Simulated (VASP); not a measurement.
Input of a VASP 6.6.1 run:

POSCAR

```
BN
1.0
    2.5439665234      0.0000000000      0.0000000000
   -1.2719832617      2.2031396356      0.0000000000
    0.0000000000      0.0000000000      4.2077449346
B N
2 2
Direct
    0.6666666667      0.3333333333      1.0182986090
    0.3333333333      0.6666666667      0.4813005728
    0.6666666667      0.3333333333      0.5984639976
    0.3333333333      0.6666666667      0.1519368206
```

The input INCAR.step1:

```
SYSTEM = BN
PREC = Accurate
ENCUT = 520
ISMEAR = 0
SIGMA = 0.05
LREAL = .False.
LASPH = .True.
NELM = 80
NBANDS = 16
GGA = PE
ALGO = Normal
EDIFF = 1E-4
LWAVE = .True.
LCHARG = .False.
```

File INCAR.step2:

```
SYSTEM = BN
PREC = Accurate
ENCUT = 520
EDIFF = 1E-7
ISMEAR = 0
SIGMA = 0.05
LREAL = .False.
LASPH = .True.
NELM = 80
ALGO = Normal
ISIF = 2
LWAVE = .False.
LCHARG = .False.
METAGGA = R2SCAN
LMIXTAU = .True.
NBANDS = 16
ISTART = 1
```

The input KPOINTS:

```
Automatic mesh
0
Gamma
  12 12 6
  0 0 0
```

Potentials or basis: VASP PAW PBE potentials, release 64 (B, N).

Run with:

```bash
$ cat potpaw_PBE.64/B/POTCAR potpaw_PBE.64/N/POTCAR > POTCAR
$ cp INCAR.step1 INCAR
$ mpirun -np 1 vasp_std > vasp.out
$ cp INCAR.step2 INCAR
$ mpirun -np 1 vasp_std > vasp.out
```

(1) Estimate the pressure.

(2) What does it give for the largest force?

(3) What does it give for the band gap on the k mesh?

Answers

(1) 13.9 GPa.

(2) 7.758 eV/Å.

(3) 5.52 eV (least direct gap 8.25 eV).

Caveat: the cell differs from its parent crystal (atoms displaced along a vibrational mode); the cell stands under pressure; the PAW data sets were made with another functional, which shifts forces and pressure a little.
